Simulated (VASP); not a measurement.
# CsH in VASP: a series of runs

Runs on CsH. Level: LDA. Tasks: single point.

All numbers are computed with VASP 6.6.1; they aren't measurements. Logs are shortened: lines on timing, memory, paths and dates and some standing lists are left out, and cuts for length are marked.

**1. The cell of the first run**

It takes space group I4/mmm (No. 139, tetragonal). The conventional cell has a = 4.689 Å, b = 4.689 Å, c = 6.886 Å, α = 90.00°, β = 90.00°, γ = 90.00°. Within 4.4 Å of Cs (site symmetry 4/mmm) lie 6 H at 3.32 to 3.44 Å. Within 4.4 Å of H (site symmetry 4/mmm) lie 6 Cs at 3.32 to 3.44 Å.

**2. Single point, LDA (strain +0.040 along x and y, +0.080 along z)**

Input file INCAR:

```
PREC = Accurate
ENCUT = 520
EDIFF = 1E-7
ISMEAR = 0
SIGMA = 0.05
LREAL = False
LASPH = True
NELM = 100
ALGO = Normal
ISIF = 2
LWAVE = False
LCHARG = True
GGA = CA
LELF = True
LVHAR = True
NBANDS = 12
```

Input file KPOINTS:

```
Automatic mesh
0
Gamma
  8 8 8
```

Input file POSCAR:

```
CsH
1.0
    0.0000000000      3.3155200000      3.4430400000
    3.3155200000      0.0000000000      3.4430400000
    3.3155200000      3.3155200000      0.0000000000
Cs H
1 1
Direct
    0.0000000000      0.0000000000      0.0000000000
    0.5000000000      0.5000000000      0.5000000000
```

Potentials or basis: VASP PAW LDA potentials, release 64 (Cs_sv, H).

Command:

```bash
> cat potpaw_LDA.64/Cs_sv/POTCAR potpaw_LDA.64/H/POTCAR > POTCAR
> mpirun -np 1 vasp_std > vasp.out
```

OUTCAR:

```text
PREC = Accurate
   ENCUT = 520
   EDIFF = 1E-7
   ISMEAR = 0
   LREAL = False
   LASPH = True
   NELM = 100
   ISIF = 2
   GGA = CA

 ion  position               nearest neighbor table
   1  0.000  0.000  0.000-
   2  0.500  0.500  0.500-

  LATTYP: Found a body centered tetragonal cell.
 ALAT       =     4.6888533503
 C/A-ratio  =     1.4686063917

  Lattice vectors:

 A1 = (  -3.3155200000,   0.0000000000,   3.4430400000)
 A2 = (   3.3155200000,   0.0000000000,   3.4430400000)
 A3 = (   0.0000000000,   3.3155200000,  -3.4430400000)

Analysis of symmetry for initial positions (statically):
=====================================================================
 Subroutine PRICEL returns:
 Original cell was already a primitive cell.

 Routine SETGRP: Setting up the symmetry group for a
 body centered tetragonal supercell.

 Subroutine GETGRP returns: Found 16 space group operations
 (whereof 16 operations were pure point group operations)
 out of a pool of 16 trial point group operations.

The static configuration has the point symmetry D_4h.

Analysis of symmetry for dynamics (positions and initial velocities):
=====================================================================
 Subroutine PRICEL returns:
 Original cell was already a primitive cell.

 Routine SETGRP: Setting up the symmetry group for a
 body centered tetragonal supercell.

 Subroutine GETGRP returns: Found 16 space group operations
 (whereof 16 operations were pure point group operations)
 out of a pool of 16 trial point group operations.

The dynamic configuration has the point symmetry D_4h.

 Subroutine INISYM returns: Found 16 space group operations
 (whereof 16 operations are pure point group operations),
 and found     1 'primitive' translations

----------------------------------------------------------------------------------------

                                     Primitive cell

  volume of cell :      75.6964

  direct lattice vectors                    reciprocal lattice vectors
     0.000000000  3.315520000  3.443040000    -0.150805907  0.150805907  0.145220503
     3.315520000  0.000000000  3.443040000     0.150805907 -0.150805907  0.145220503
     3.315520000  3.315520000  0.000000000     0.150805907  0.150805907 -0.145220503

  length of vectors
     4.779874194  4.779874194  4.688853350     0.258019064  0.258019064  0.258019064

  position of ions in fractional coordinates (direct lattice)
     0.000000000  0.000000000  0.000000000
     0.500000000  0.500000000  0.500000000

  ion indices of the primitive-cell ions
   primitive index   ion index
                 1           1
                 2           2

----------------------------------------------------------------------------------------

 KPOINTS: Automatic mesh

Automatic generation of k-mesh.
 Grid dimensions read from file:
 generate k-points for:    8    8    8

 Generating k-lattice:

  Cartesian coordinates                     Fractional coordinates (reciprocal lattice)
    -0.018850738  0.018850738  0.018152563     0.125000000  0.000000000  0.000000000
     0.018850738 -0.018850738  0.018152563     0.000000000  0.125000000  0.000000000
     0.018850738  0.018850738 -0.018152563     0.000000000  0.000000000  0.125000000

  Length of vectors
     0.032252383  0.032252383  0.032252383

  Shift w.r.t. Gamma in fractional coordinates (k-lattice)
     0.000000000  0.000000000  0.000000000

 Subroutine IBZKPT returns following result:
 ===========================================

 Found     59 irreducible k-points:

 Following reciprocal coordinates:
            Coordinates               Weight
  0.000000  0.000000  0.000000      1.000000
  0.125000 -0.000000  0.000000      8.000000
  0.250000 -0.000000  0.000000      8.000000
  0.375000  0.000000  0.000000      8.000000
  0.500000 -0.000000  0.000000      4.000000
  0.125000  0.125000  0.000000      2.000000
[... 16 lines left out ...]
  0.250000 -0.000000  0.125000     16.000000
  0.375000  0.000000  0.125000     16.000000
 [... further k-points ...]
   k-points           NKPTS =     59   k-points in BZ     NKDIM =     59   number of bands    NBANDS=     12
   number of dos      NEDOS =    301   number of ions     NIONS =      2
   total plane-waves  NPLWV =  46656
   dimension x,y,z NGX =    36 NGY =   36 NGZ =   36
   dimension x,y,z NGXF=    72 NGYF=   72 NGZF=   72
   ions per type =               1   1
   NGX,Y,Z   is equivalent  to a cutoff of  12.52, 12.52, 12.76 a.u.
   NGXF,Y,Z  is equivalent  to a cutoff of  25.04, 25.04, 25.53 a.u.
 SYSTEM =  unknown system
   PREC   = accura    normal or accurate (medium, high low for compatibility)
   ISTART =      0    job   : 0-new  1-cont  2-samecut
   ICHARG =      2    charge: 1-file 2-atom 10-const
   ISPIN  =      1    spin polarized calculation?
   LNONCOLLINEAR =      F non collinear calculations
   LSORBIT =      F    spin-orbit coupling
   LASPH  =      T    aspherical Exc in radial PAW
   ENCUT  =  520.0 eV  38.22 Ry    6.18 a.u.   8.89  8.89  8.72*2*pi/ulx,y,z
   NELM   =    100;   NELMIN=  2; NELMDL= -5     # of ELM steps
   EDIFF  = 0.1E-06   stopping-criterion for ELM
   LREAL  =      F    real-space projection
   EDIFFG = 0.1E-05   stopping-criterion for IOM
   NSW    =      0    number of steps for IOM
   IBRION =     -1    ionic relax: 0-MD 1-quasi-New 2-CG
   NFREE  =      0    steps in history (QN), initial steepest desc. (CG)
   ISIF   =      2    stress and relaxation
   ISYM   =      2    0-nonsym 1-usesym 2-fastsym
   POTIM  = 0.5000    time-step for ionic-motion
   TEBEG  =    0.0;   TEEND  =   0.0 temperature during run
   PSTRESS=    0.0 pullay stress
   NELECT =      10.0000    total number of electrons
   NUPDOWN=      -1.0000    fix difference up-down
   EMIN   =  10.00;   EMAX   =-10.00  energy-range for DOS
   EFERMI =   0.00;   METHOD = LEGACY
   ISMEAR =     0;   SIGMA  =   0.05  broadening in eV -4-tet -1-fermi 0-gaus
   EFERMI_NEDOS =   21; number of points for ismear=-14 and -15
   IALGO  =     38    algorithm
   IMIX   =      4    mixing-type and parameters
     AMIX     =   0.40;   BMIX     =  1.00
     AMIX_MAG =   1.60;   BMIX_MAG =  1.00
  volume/ion in A,a.u.               =      37.85       255.41
  Fermi-wavevector in a.u.,A,eV,Ry     =   0.833777  1.575609  9.458545  0.695183
  Thomas-Fermi vector in A             =   1.947057
   LORBIT       =      0    0 simple, 1 ext, 2 COOP (PROOUT), +10 PAW based schemes
   GGA     = CA    functional components
   LHFCALC =     F    Hartree Fock is set to
   AEXX    =    0.0000 exact exchange contribution
   IVDW    =     0    specifies the selected vdW correction
   LEPSILON=     F    determine dielectric tensor
   LRPA    =     F    only Hartree local field effects (RPA)
 non-spin polarized calculation
 Gauss-broadening in eV      SIGMA  =   0.05
  energy-cutoff  :      520.00
  volume of cell :       75.70
 maximum number of plane-waves:      2068
   NGX = 17   NGY = 17   NGZ = 17

 number of electron      10.0000000 magnetization

 Free energy of the ion-electron system (eV)
  ---------------------------------------------------
  ext. energy  EPLUGINS =         0.00000000
  ---------------------------------------------------
  free energy    TOTEN  =        -4.77750645 eV

  energy without entropy =       -4.77750645  energy(sigma->0) =       -4.77750645

 E-fermi :  -0.3877     XC(G=0):  -6.9875

 val. band max:       -0.6374344859   @ k =   0.5000  -0.0000   0.0000
 cond. band min:       1.4556103297   @ k =   0.5000  -0.0000   0.0000
 fundamental gap:      2.0930448155
 Fermi energy:        -0.3877198277

 k-point     1 :       0.0000    0.0000    0.0000
  band No.  band energies     occupation
      1     -22.0844      2.00000
      2      -8.6815      2.00000
      3      -8.6477      2.00000
      4      -8.6477      2.00000
      5      -2.1923      2.00000
      6       4.2109      0.00000
      7       4.3771      0.00000
      8       4.3771      0.00000
      9       4.4166      0.00000
     10       5.7609      0.00000
     11       6.0418      0.00000
     12       7.6920      0.00000

 k-point     2 :       0.1250   -0.0000    0.0000
  band No.  band energies     occupation
      1     -22.0783      2.00000
      2      -8.7506      2.00000
      3      -8.6796      2.00000
      4      -8.6553      2.00000
      5      -1.9948      2.00000
      6       3.7633      0.00000
      7       4.3166      0.00000
      8       4.4536      0.00000
      9       4.4834      0.00000
     10       5.5176      0.00000
     11       5.7368      0.00000
     12       8.2641      0.00000

 k-point     3 :       0.2500   -0.0000    0.0000
  band No.  band energies     occupation
      1     -22.0636      2.00000
      2      -8.9508      2.00000
      3      -8.7093      2.00000
      4      -8.6732      2.00000
      5      -1.4988      2.00000
      6       2.7306      0.00000
      7       4.2388      0.00000
      8       4.4677      0.00000
      9       4.6779      0.00000
     10       5.6513      0.00000
     11       5.7070      0.00000
     12       9.4868      0.00000
[... 286 lines left out ...]
 k-point    23 :       0.2500   -0.0000    0.1250
  band No.  band energies     occupation
      1     -22.0639      2.00000
      2      -8.8946      2.00000
      3      -8.7304      2.00000
      4      -8.6998      2.00000
      5      -1.5749      2.00000
      6       3.1243      0.00000
      7       3.6927      0.00000
      8       4.5274      0.00000
      9       5.0303      0.00000
     10       5.2862      0.00000
     11       6.1266      0.00000
     12       9.1628      0.00000

 k-point    24 :       0.3750    0.0000    0.1250
  band No.  band energies     occupation
      1     -22.0492      2.00000
      2      -9.0755      2.00000
      3      -8.7577      2.00000
      4      -8.7232      2.00000
      5      -1.1059      2.00000
      6       2.2538      0.00000
      7       3.7089      0.00000
      8       4.3213      0.00000
      9       5.2701      0.00000
     10       6.0625      0.00000
     11       6.7156      0.00000
     12       9.1820      0.00000

 [... further k-points ...]
[... 5 lines left out ...]
  --------------------------------------------------------------------------------------
  -------------------------------------------------------------------------------------
  Total       -0.9066740     -0.9066740     -1.0245246      0.0000000      0.0000000      0.0000000
  in kB      -19.1905042    -19.1905042    -21.6849086      0.0000000      0.0000000      0.0000000
  external PRESSURE =     -20.0219724 kB  Pullay stress =       0.0000000 kB

 VOLUME and BASIS-vectors are now :
 -----------------------------------------------------------------------------
  energy-cutoff  :      520.00
  volume of cell :       75.70
      direct lattice vectors                 reciprocal lattice vectors
     0.000000000  3.315520000  3.443040000    -0.150805907  0.150805907  0.145220503
     3.315520000  0.000000000  3.443040000     0.150805907 -0.150805907  0.145220503
     3.315520000  3.315520000  0.000000000     0.150805907  0.150805907 -0.145220503

 POSITION                                       TOTAL-FORCE (eV/Angst)
 -----------------------------------------------------------------------------------
      0.00000      0.00000      0.00000        -0.000000      0.000000      0.000000
      3.31552      3.31552      3.44304         0.000000     -0.000000     -0.000000
 -----------------------------------------------------------------------------------
    total drift:                               -0.000000      0.000000      0.000000

  FREE ENERGIE OF THE ION-ELECTRON SYSTEM (eV)
  ---------------------------------------------------
  free  energy   TOTEN  =        -4.7775064493 eV

  energy  without entropy=       -4.7775064493  energy(sigma->0) =       -4.77750645
```

Run time: 96 s. Hardware: 1 thread of AMD EPYC 7R13 (Zen 3), shared host; peak memory 0.16 GiB.

What came out:

* Free energy: -4.7775 eV
* Pressure: -2.0 GPa
* Band gap on the k mesh: 2.09 eV, direct

Stress tensor (GPa, compression positive):
```
-1.92  0.00  0.00
 0.00 -1.92  0.00
 0.00  0.00 -2.17
```

Levels at points of the mesh, in eV from the valence-band top:
```tsv
k point	band 1	band 2	band 3	band 4	band 5	band 6	band 7	band 8	band 9	band 10
(0.00, 0.00, 0.00)	-21.45	-8.04	-8.01	-8.01	-1.55	4.85	5.01	5.01	5.05	6.40
(0.50, 0.00, 0.00)	-21.41	-8.57	-8.11	-8.06	0.00	2.09	4.46	4.69	6.49	7.59
(0.50, 0.50, 0.00)	-21.40	-8.52	-8.17	-8.17	-0.85	3.17	4.59	7.18	7.63	7.63
(0.50, 0.00, 0.50)	-21.39	-8.49	-8.22	-8.22	-0.84	3.08	4.88	7.01	7.30	7.56
```

Caveat: the cell differs from its parent crystal (strain +0.040 along x and y, +0.080 along z); spin-orbit coupling is left out, which moves the levels of the heavy elements. A k mesh can miss the band edges.

**3. Single point, LDA (strain -0.080 along x and y, -0.080 along z)**

Input file INCAR:

```
  PREC = Accurate
  ENCUT = 520
  EDIFF = 1E-6
  ISMEAR = 0
  SIGMA = 0.05
  LREAL = False
  LASPH = True
  NELM = 80
  ALGO = Normal
  ISIF = 2
  LWAVE = False
  LCHARG = False
  GGA = CA
  NBANDS = 12
```

Input file KPOINTS:

```
regular mesh
0
Gamma
  8 8 8
```

Input file POSCAR:

```
CsH
1.0
    0.0000000000      2.9329600000      2.9329600000
    2.9329600000      0.0000000000      2.9329600000
    2.9329600000      2.9329600000      0.0000000000
Cs H
1 1
Direct
    0.0000000000      0.0000000000      0.0000000000
    0.5000000000      0.5000000000      0.5000000000
```

Potentials or basis: VASP PAW LDA potentials, release 64 (Cs_sv, H).

Command:

```bash
> cat potpaw_LDA.64/Cs_sv/POTCAR potpaw_LDA.64/H/POTCAR > POTCAR
> mpirun -np 1 vasp_std > vasp.out
```

Wall time 12 s (1 thread of Intel Xeon 6975P-C, shared host); peak memory 0.15 GiB.

It converged, with:

```yaml
Free_energy: -4.8877 eV
Pressure: 1.8 GPa
Band_gap_on_the_k_mesh: 1.49 eV, direct
```

Levels at points of the mesh, in eV from the valence-band top:
```
           k point  band 3  band 4  band 5  band 6  band 7  band 8
(0.00, 0.00, 0.00)   -7.85   -7.85   -2.46    4.83    4.83    4.83
(0.50, 0.00, 0.00)   -8.03   -8.03    0.00    1.49    4.29    4.29
(0.50, 0.50, 0.00)   -8.39   -8.39   -2.12    2.15    6.37    9.06
```

Caveat: the cell differs from its parent crystal (strain -0.080 along x and y, -0.080 along z); spin-orbit coupling is left out, which moves the levels of the heavy elements.
